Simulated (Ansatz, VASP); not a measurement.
**BN: VASP beside Ansatz**

```
N B
1.0
     2.49824    0.00000    0.00000
    -1.24912    2.16354    0.00000
     0.00000    0.00000    6.63570
N B
2 2
Cartesian
  1.2491 0.7212 1.6589
  0.0000 1.4424 4.9768
  1.2491 0.7212 4.9768
  0.0000 1.4424 1.6589
```

Alike in both runs: task single point; functional PBE-based screened hybrid; k mesh 6 × 6 × 2; occupations fermi-dirac, width 0.05 eV; no spin polarisation.

```csv
,VASP,Ansatz
version,VASP 6.6.1,Ansatz 0.2.0
potentials or method,"VASP PAW PBE potentials, release 64 (N, B)",Ansatz PAW
plane-wave cutoff (eV),520,420
valence electrons in the cell,16,16
```

VASP gave:

| Quantity | Value |
| --- | --- |
| gap on the k mesh at the Fermi level (eV) | 5.34 |
| least direct gap on the mesh (eV) | 5.79 |
| pressure (GPa) | 1.2 |
| traceless stress, the component that is largest in VASP (GPa) | 1.23 |

**Question.** Which values does Ansatz return?

**Answer.** gap on the k mesh at the Fermi level (eV): 5.35; least direct gap on the mesh (eV): 5.80; pressure (GPa): 1.0; traceless stress, the component that is largest in VASP (GPa): 1.61.

VASP's potentials were made for PBE, not for PBE-based screened hybrid.

The k mesh is coarse, so the values compare programs but aren't converged.
